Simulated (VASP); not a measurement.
# Co: single point with PBEsol

Co:

```
Co
1.0
     2.37961    0.00000    0.00000
    -1.18980    2.06080    0.00000
     0.00000    0.00000    4.22982
Co
2
Direct
  0.33333 0.66667 0.25000
  0.66667 0.33333 0.75000
```

This cell differs from its parent crystal: ratio of the length along z to the lengths across it x 1.1, volume and fractional coordinates fixed.

- Program: VASP 6.6.1
- Task: single point
- Functional: PBEsol
- Potentials or basis: VASP PAW PBE potentials, release 64 (Co)
- Cutoff: 520 eV
- k mesh: 30 × 30 × 16
- Occupations: gaussian, width 0.15 eV
- Spin: collinear spin, ferromagnetic start
- Starting moments: [1.8, 1.8] μB
- Dipole correction: no
- Further INCAR settings: ALGO = Normal; EDIFF = 1e-07; NBANDS = 20

```json
{
 "Pressure": "2.0 GPa",
 "Net moment": "3.19 μB per cell",
 "Site moments": "Co +1.60 μB",
 "Valence electrons inside the program's atomic spheres": "Co 8.38"
}
```

Stress tensor (GPa, compression positive):
```
 12.41   0.00   0.00
  0.00  12.41   0.00
  0.00   0.00 -18.90
```

Levels at points of the mesh, in eV from the Fermi level:
Spin up:
```
           k point  band 7  band 8  band 9  band 10  band 11  band 12  band 13  band 14
(0.00, 0.00, 0.00)   -2.42   -1.67   -1.67    -1.24    -0.84    -0.84     5.32    22.77
(0.50, 0.00, 0.00)   -2.35   -0.78   -0.35    -0.26     1.57     3.78     9.36    10.18
(0.00, 0.00, 0.50)   -2.64   -2.64   -1.14    -1.14    -1.14    -1.14    13.02    13.02
(0.50, 0.00, 0.50)   -1.08   -1.08   -0.30    -0.30     1.68     1.68     7.87     7.87
```
Spin down:
```tsv
k point	band 4	band 5	band 6	band 7	band 8	band 9	band 10	band 11
(0.00, 0.00, 0.00)	-1.19	-1.08	-1.08	-0.81	-0.81	0.15	0.15	1.07
(0.50, 0.00, 0.00)	-1.57	-1.48	-1.04	-0.82	1.15	1.45	1.55	2.69
(0.00, 0.00, 0.50)	-2.12	-1.06	-1.06	-1.06	-1.06	0.74	0.74	0.74
(0.50, 0.00, 0.50)	-2.82	0.07	0.07	0.28	0.28	1.51	1.51	2.26
```

It took 11 min on 1 thread of Intel Xeon 8259CL (shared host), peak memory 0.54 GiB.

Caveat: the PAW data sets were made with another functional, which shifts forces and pressure a little.
